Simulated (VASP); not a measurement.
Wanted: the native input for a VASP 6.6.1 run.

| Quantity | Value |
| --- | --- |
| Task | relaxation of the atoms |
| Functional | PBE |
| Potentials or basis | VASP PAW PBE potentials, release 64 (Ru_pv, Sc_sv) |
| Cutoff | 520 eV |
| k mesh | 6 × 6 × 6 |
| Occupations | fermi-dirac, width 0.05 eV |
| Spin | no spin polarisation |
| Dipole correction | no |
| Further INCAR settings | ALGO = Fast; EDIFF = 1e-06; IBRION = 2; EDIFFG = -0.01; NSW = 60 |

The structure of ScRu3 lies in POSCAR:

```
ScRu3
1.0
    3.8596682600      0.0000000000      0.0000000000
    0.0000000000      3.8596682600      0.0000000000
    0.0000000000      0.0000000000      3.9384370000
Ru Sc
3 1
Direct
    0.5000000000      0.5000000000      0.0000000000
    0.5000000000      0.0000000000      0.5000000000
    0.0000000000      0.5000000000      0.5000000000
    0.0000000000      0.0000000000      0.0000000000
```

One way to write it, as run:

INCAR

```
ALGO = Fast
EDIFF = 1E-6
EDIFFG = -0.01
ENCUT = 520
GGA = PE
IBRION = 2
ISIF = 2
ISMEAR = -1
LASPH = T
LCHARG = F
LREAL = F
LWAVE = F
NELM = 60
NSW = 60
PREC = Accurate
SIGMA = 0.05
```

KPOINTS

```
k-points
0
Gamma
  6 6 6
```

Potentials or basis: VASP PAW PBE potentials, release 64 (Ru_pv, Sc_sv).

Launch:

```console
$ cat potpaw_PBE.64/Ru_pv/POTCAR potpaw_PBE.64/Sc_sv/POTCAR > POTCAR
$ mpirun -np 1 vasp_std > vasp.out
```

It gave:

- Pressure after relaxing: 6.9 GPa
- Band gap on the k mesh: zero (an odd number of electrons rules out a gap without spin polarisation)

It took 2.5 min on 1 thread of Intel Xeon 8259CL, on a shared host, peak memory 0.21 GiB.
